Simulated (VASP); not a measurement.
A run of VASP 6.6.1:

The input POSCAR:

```
RbBr
1.0
    0.0000000000      3.8694967111      3.8694967111
    3.8694967111      0.0000000000      3.8694967111
    3.8694967111      3.8694967111      0.0000000000
Rb Br
1 1
Direct
    0.0000000000      0.0000000000      0.0000000000
    0.2500000000      0.2500000000      0.2500000000
```

INCAR.step1

```
PREC     = Accurate       # precision mode
ENCUT    = 520            # plane-wave cutoff, eV
EDIFF    = 1E-5           # SCF threshold, eV
ISMEAR   = 0              # smearing method
SIGMA    = 0.01           # smearing width, eV
LREAL    = False          # projectors in reciprocal space
LASPH    = True           # aspherical terms in the spheres
NELM     = 60             # most SCF steps
ALGO     = Normal         # electronic algorithm
ISIF     = 2              # what is computed and relaxed
LWAVE    = True           # write WAVECAR
LCHARG   = False          # write CHGCAR
NBANDS   = 15             # bands
GGA      = PE             # functional
```

File INCAR.step2:

```
PREC     = Accurate       # precision mode
ENCUT    = 520            # plane-wave cutoff, eV
EDIFF    = 1E-7           # SCF threshold, eV
ISMEAR   = 0              # smearing method
SIGMA    = 0.01           # smearing width, eV
LREAL    = False          # projectors in reciprocal space
LASPH    = True           # aspherical terms in the spheres
NELM     = 60             # most SCF steps
ALGO     = Normal         # electronic algorithm
ISIF     = 2              # what is computed and relaxed
LWAVE    = False          # write WAVECAR
LCHARG   = False          # write CHGCAR
GGA      = PE             # functional
LHFCALC  = True           # exact exchange
HFSCREEN = 0.2079         # screening, 1/A
PRECFOCK = Normal       
NBANDS   = 15             # bands
ISTART   = 1
```

File KPOINTS:

```
Automatic mesh
0
Gamma
  4 4 4
```

Potentials or basis: VASP PAW PBE potentials, release 64 (Rb_sv, Br).

The run is started by

```console
$ cat potpaw_PBE.64/Rb_sv/POTCAR potpaw_PBE.64/Br/POTCAR > POTCAR
$ cp INCAR.step1 INCAR
$ mpirun -np 1 vasp_std > vasp.out
$ cp INCAR.step2 INCAR
$ mpirun -np 1 vasp_std > vasp.out
```

Hardware: 1 thread of Intel(R) Xeon(R) 6975P-C (Granite Rapids), with other jobs on the host.

**Question.** How long does it take, and how much memory?

**Answer.** Wall time 8.4 min on 1 thread of Intel(R) Xeon(R) 6975P-C (Granite Rapids), on a shared host, peak memory 0.37 GiB. Counts: k points 8.
